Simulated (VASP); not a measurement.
# NaCl (Pm-3m) in VASP: further runs, part 2 of 2

VASP 6.6.1.

### 3 Single point, PBEsol+D3(BJ)

This run uses another cell than the first one, of 19.32 Å³/atom, 0.900 times its volume.

INCAR

```
  PREC = Accurate
  ENCUT = 500
  EDIFF = 1E-6
  ISMEAR = -1
  SIGMA = 0.05
  LREAL = False
  LASPH = True
  NELM = 120
  ALGO = Normal
  ISIF = 2
  LWAVE = False
  LCHARG = True
  GGA = PS
  IVDW = 12
  LELF = True
  LVHAR = True
  NBANDS = 14
  GGA_COMPAT = False
```

KPOINTS

```
regular mesh
0
Gamma
  8 8 8
```

POSCAR

```
NaCl
1.0
    3.3807828216      0.0000000000      0.0000000000
    0.0000000000      3.3807828216      0.0000000000
    0.0000000000      0.0000000000      3.3807828216
Cl Na
1 1
Direct
    0.5000000000      0.5000000000      0.5000000000
    0.0000000000      0.0000000000      0.0000000000
```

Potentials or basis: VASP PAW PBE potentials, release 64 (Cl, Na_pv).

On the command line:

```bash
> cat potpaw_PBE.64/Cl/POTCAR potpaw_PBE.64/Na_pv/POTCAR > POTCAR
> mpirun -np 1 vasp_std > vasp.out
```

Run time: 17 s. Hardware: 1 thread of Intel Xeon Platinum 8259CL at 2.50GHz (Skylake/Cascade Lake), shared host; peak memory 0.16 GiB.

Results (log left out):

```
Free energy                : -7.1620 eV
Pressure                   : 0.0 GPa
Band gap on the k mesh     : 4.20 eV, indirect (least direct gap 4.79 eV)
Dispersion energy per atom : -0.223 eV
```

Levels at points of the mesh, in eV from the valence-band top:
```csv
k point,band 4,band 5,band 6,band 7,band 8,band 9,band 10,band 11
"(0.00, 0.00, 0.00)",-13.78,-0.59,-0.59,-0.59,4.20,8.27,8.27,16.28
"(0.50, 0.00, 0.00)",-13.29,-3.51,-0.32,-0.32,7.08,9.22,10.32,12.01
"(0.50, 0.50, 0.00)",-12.95,-2.71,-2.71,0.00,5.37,9.94,11.57,11.57
"(0.50, 0.50, 0.50)",-12.58,-2.23,-2.23,-2.23,6.94,6.94,6.94,12.49
```

Caveat: the PAW data sets were made with another functional, which shifts forces and pressure a little. As with any semilocal functional, this PBEsol gap is likely too small.

### 4 Single point, revPBE+D3(BJ)

This run uses another cell than the first one, of 20.30 Å³/atom, 0.945 times its volume.

INCAR

```
  ALGO = Normal
  EDIFF = 1E-6
  ENCUT = 500
  GGA = RE
  GGA_COMPAT = F
  ISIF = 2
  ISMEAR = -1
  IVDW = 12
  LASPH = T
  LCHARG = T
  LELF = T
  LREAL = F
  LVHAR = T
  LWAVE = F
  NBANDS = 14
  NELM = 120
  PREC = Accurate
  SIGMA = 0.05
```

KPOINTS

```
k-points
0
Gamma
  8 8 8
```

POSCAR

```
NaCl
1.0
    3.4370132148      0.0000000000      0.0000000000
    0.0000000000      3.4370132148      0.0000000000
    0.0000000000      0.0000000000      3.4370132148
Cl Na
1 1
Direct
    0.5000000000      0.5000000000      0.5000000000
    0.0000000000      0.0000000000      0.0000000000
```

Potentials or basis: VASP PAW PBE potentials, release 64 (Cl, Na_pv).

On the command line:

```bash
> cat potpaw_PBE.64/Cl/POTCAR potpaw_PBE.64/Na_pv/POTCAR > POTCAR
> mpirun -np 1 vasp_std > vasp.out
```

OUTCAR:

```text
EDIFF = 1E-6
   ENCUT = 500
   GGA = RE
   ISIF = 2
   ISMEAR = -1
   IVDW = 12
   LASPH = T
   LREAL = F
   NELM = 120
   PREC = Accurate
 IVDW          = 12

 ion  position               nearest neighbor table
   1  0.500  0.500  0.500-
   2  0.000  0.000  0.000-

  LATTYP: Found a simple cubic cell.
 ALAT       =     3.4370132148

  Lattice vectors:

 A1 = (   3.4370132148,   0.0000000000,   0.0000000000)
 A2 = (   0.0000000000,   3.4370132148,   0.0000000000)
[... 591 lines left out ...]
 [... further k-points ...]

------------------------ aborting loop because EDIFF is reached ----------------------------------------

 Edisp (eV)   -0.91688

 E8    (eV) :    -0.6282

  FORCE on cell =-STRESS in cart. coord.  units (eV):
  Direction    XX          YY          ZZ          XY          YZ          ZX
  --------------------------------------------------------------------------------------
  -------------------------------------------------------------------------------------
  Total      -0.02324    -0.02324    -0.02324    -0.00000    -0.00000     0.00000
  in kB      -0.91699    -0.91699    -0.91699    -0.00000    -0.00000     0.00000
  external pressure =       -0.92 kB  Pullay stress =        0.00 kB

 VOLUME and BASIS-vectors are now :
 -----------------------------------------------------------------------------
  energy-cutoff  :      500.00
  volume of cell :       40.60
      direct lattice vectors                 reciprocal lattice vectors
     3.437013215  0.000000000  0.000000000     0.290950292  0.000000000  0.000000000
     0.000000000  3.437013215  0.000000000     0.000000000  0.290950292  0.000000000
     0.000000000  0.000000000  3.437013215     0.000000000  0.000000000  0.290950292

 POSITION                                       TOTAL-FORCE (eV/Angst)
 -----------------------------------------------------------------------------------
      1.71851      1.71851      1.71851         0.000000      0.000000      0.000000
      0.00000      0.00000      0.00000         0.000000      0.000000      0.000000
 -----------------------------------------------------------------------------------
    total drift:                               -0.000000      0.000000      0.000000

  FREE ENERGIE OF THE ION-ELECTRON SYSTEM (eV)
  ---------------------------------------------------
  free  energy   TOTEN  =        -6.9947799805 eV

  energy  without entropy=       -6.9947799804  energy(sigma->0) =       -6.99477998
```

OSZICAR:

```text
N       E                     dE             d eps       ncg     rms          rms(c)
DAV:   1     0.101621588042E+03    0.10162E+03   -0.68977E+03   980   0.101E+03
DAV:   2     0.110306695081E+01   -0.10052E+03   -0.91883E+02  1096   0.272E+02
DAV:   3    -0.620657240344E+01   -0.73096E+01   -0.72649E+01  1244   0.695E+01
DAV:   4    -0.631418191734E+01   -0.10761E+00   -0.10757E+00  1150   0.900E+00
DAV:   5    -0.631632165587E+01   -0.21397E-02   -0.21396E-02  1268   0.128E+00    0.256E+00
DAV:   6    -0.609922563210E+01    0.21710E+00   -0.29182E-01  1238   0.325E+00    0.192E+00
DAV:   7    -0.607377873790E+01    0.25447E-01   -0.10619E-01  1306   0.198E+00    0.128E+00
DAV:   8    -0.607791802521E+01   -0.41393E-02   -0.15051E-02  1016   0.111E+00    0.420E-01
DAV:   9    -0.607771158776E+01    0.20644E-03   -0.45054E-04  1226   0.164E-01    0.191E-01
DAV:  10    -0.607791000084E+01   -0.19841E-03   -0.48558E-04  1076   0.175E-01    0.811E-02
DAV:  11    -0.607789596557E+01    0.14035E-04   -0.25226E-05  1258   0.464E-02    0.197E-02
DAV:  12    -0.607789623303E+01   -0.26746E-06   -0.46364E-06  1094   0.185E-02
   1 F= -.69947800E+01 E0= -.69947800E+01  d E =-.555566E-10
```

stdout:

```text
POSCAR found type information on POSCAR ClNa
 POSCAR found :  2 types and       2 ions
 scaLAPACK will be used
 -----------------------------------------------------------------------------
|                                                                             |
|                                                                             |
|     You enforced a specific xc type in the INCAR file but a different       |
|     I HOPE YOU KNOW WHAT YOU ARE DOING!                                     |
|                                                                             |
 -----------------------------------------------------------------------------

 LDA part: xc-table for (Slater+PW92), standard interpolation
 POSCAR, INCAR and KPOINTS ok, starting setup
 FFT: planning ... GRIDC
 FFT: planning ... GRID_SOFT
 FFT: planning ... GRID
 WAVECAR not read
 entering main loop
```

Wall time 16 s (1 thread of Intel Xeon Platinum 8259CL at 2.50GHz (Skylake/Cascade Lake), shared host); peak memory 0.16 GiB.

Results:

```yaml
Free_energy: -6.9948 eV
Pressure: -0.1 GPa
Band_gap_on_the_k_mesh: 4.44 eV, indirect (least direct gap 4.97 eV)
Dispersion_energy_per_atom: -0.458 eV
```

Caveat: the PAW data sets were made with another functional, which shifts forces and pressure a little. A k mesh can miss the band edges.

### 5 Single point, PBE

INCAR

```
PREC = Accurate
ENCUT = 500
EDIFF = 1E-6
ISMEAR = 0
SIGMA = 0.022
LREAL = F
LASPH = T
NELM = 120
ALGO = Normal
ISIF = 2
LWAVE = F
LCHARG = F
GGA = PE
NBANDS = 14
GGA_COMPAT = F
```

KPOINTS

```
regular mesh
0
Gamma
  8 8 8
```

POSCAR

```
NaCl
1.0
    3.5021900000      0.0000000000      0.0000000000
    0.0000000000      3.5021900000      0.0000000000
    0.0000000000      0.0000000000      3.5021900000
Cl Na
1 1
Direct
    0.5000000000      0.5000000000      0.5000000000
    0.0000000000      0.0000000000      0.0000000000
```

On the command line:

```bash
> cat potpaw_PBE.64/Cl/POTCAR potpaw_PBE.64/Na_pv/POTCAR > POTCAR
> mpirun -np 1 vasp_std > vasp.out
```

It took 18 s on 1 thread of Intel Xeon Platinum 8259CL at 2.50GHz (Skylake/Cascade Lake), shared host; peak memory 0.15 GiB.

It converged, with:

- Free energy: -6.4686 eV
- Pressure: 0.0 GPa
- Band gap on the k mesh: 3.98 eV, indirect (least direct gap 4.47 eV)

Levels at points of the mesh, in eV from the valence-band top:
```csv
k point,band 4,band 5,band 6,band 7,band 8,band 9,band 10,band 11
"(0.00, 0.00, 0.00)",-13.38,-0.49,-0.49,-0.49,3.98,8.58,8.58,15.69
"(0.50, 0.00, 0.00)",-13.02,-2.94,-0.26,-0.26,6.92,8.56,10.51,11.84
"(0.50, 0.50, 0.00)",-12.75,-2.26,-2.26,0.00,5.54,9.88,11.03,11.03
"(0.50, 0.50, 0.50)",-12.48,-1.84,-1.84,-1.84,7.12,7.12,7.12,11.65
```

### 6 Single point, PBE

INCAR

```
SYSTEM = NaCl
PREC = Accurate
ENCUT = 500
EDIFF = 1E-6
ISMEAR = 0
SIGMA = 0.025
LREAL = .False.
LASPH = .True.
NELM = 120
ALGO = Normal
ISIF = 2
LWAVE = .False.
LCHARG = .True.
GGA = PE
LELF = .True.
LVHAR = .True.
NBANDS = 14
GGA_COMPAT = .False.
```

KPOINTS

```
Automatic mesh
0
Gamma
  8 8 8
  0 0 0
```

POSCAR is that of step 5.

Potentials or basis: VASP PAW PBE potentials, release 64 (Cl, Na_pv).

On the command line:

```bash
> cat potpaw_PBE.64/Cl/POTCAR potpaw_PBE.64/Na_pv/POTCAR > POTCAR
> mpirun -np 1 vasp_std > vasp.out
```

It took 19 s on 1 thread of Intel Xeon Platinum 8259CL at 2.50GHz (Skylake/Cascade Lake), shared host; peak memory 0.15 GiB.

It converged, with:

* Free energy: -6.4686 eV
* Pressure: 0.0 GPa
* Band gap on the k mesh: 3.98 eV, indirect (least direct gap 4.47 eV)

Levels at points of the mesh, in eV from the valence-band top:
```tsv
k point	band 3	band 4	band 5	band 6	band 7	band 8	band 9	band 10	band 11	band 12
(0.00, 0.00, 0.00)	-22.07	-13.38	-0.49	-0.49	-0.49	3.98	8.58	8.58	15.69	15.69
(0.50, 0.00, 0.00)	-22.07	-13.02	-2.94	-0.26	-0.26	6.92	8.56	10.51	11.84	11.84
(0.50, 0.50, 0.00)	-22.07	-12.75	-2.26	-2.26	0.00	5.54	9.88	11.03	11.03	12.60
(0.50, 0.50, 0.50)	-22.10	-12.48	-1.84	-1.84	-1.84	7.12	7.12	7.12	11.65	15.88
```

### 7 Summary

| level | cell | k mesh | smearing | gap on the mesh (eV) | pressure (GPa) |
| --- | --- | --- | --- | --- | --- |
| PBE | a = 3.502 Å, 2 atoms | 5 × 5 × 5 | fermi-dirac 0.04 eV | 4.03 | 0.1 |
| PBEsol+D3(BJ) | a = 3.381 Å, 2 atoms | 8 × 8 × 8 | fermi-dirac 0.05 eV | 4.20 | 0.0 |
| revPBE+D3(BJ) | a = 3.437 Å, 2 atoms | 8 × 8 × 8 | fermi-dirac 0.05 eV | 4.44 | -0.1 |
| PBE | a = 3.502 Å, 2 atoms | 8 × 8 × 8 | gaussian 0.022 eV | 3.98 | 0.0 |
| PBE | a = 3.502 Å, 2 atoms | 8 × 8 × 8 | gaussian 0.025 eV | 3.98 | 0.0 |

Alike in all rows: task single point; potentials or basis VASP PAW PBE potentials, release 64 (Cl, Na_pv); no spin polarisation; cutoff (eV) 500.

On the cell as given the gap runs from 3.98 eV (PBE) to 4.03 eV (PBE); the meshes differ, which moves gaps too.

Caveats: the PAW data sets were made with another functional, which shifts forces and pressure a little (some runs).

Absolute energies hang on the potentials; compare differences alone.
